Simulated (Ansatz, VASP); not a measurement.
## Two plane-wave programs on LiGa

```
Li Ga
1.0
     0.00000    3.08450    3.08450
     3.08450    0.00000    3.08450
     3.08450    3.08450    0.00000
Li Ga
2 2
Direct
  0.50000 0.50000 0.50000
  0.75000 0.75000 0.75000
  0.00000 0.00000 0.00000
  0.25000 0.25000 0.25000
```

Alike in both runs: task single point; functional LDA; k mesh 7 × 7 × 7; occupations fermi-dirac, width 0.05 eV; collinear spin.

|  | VASP | Ansatz |
| --- | --- | --- |
| version | VASP 6.6.1 | Ansatz 0.2.0 |
| potentials or method | VASP PAW LDA potentials, release 64 (Li_sv, Ga_d) | plane waves, PAW |
| plane-wave cutoff (eV) | 520 | 420 |
| valence electrons in the cell | 32 | 32 |

|  | VASP | Ansatz | Ansatz less VASP |
| --- | --- | --- | --- |
| net moment per atom (μB) | 0.00 | 0.00 | 0.000 |

LDA's correlation is that of Perdew and Zunger in VASP and of Perdew and Wang (1992) in Ansatz. Ansatz's warnings: no starting moments.

Noted on VASP's run: the cutoff is short for stress, so the pressure is rough.
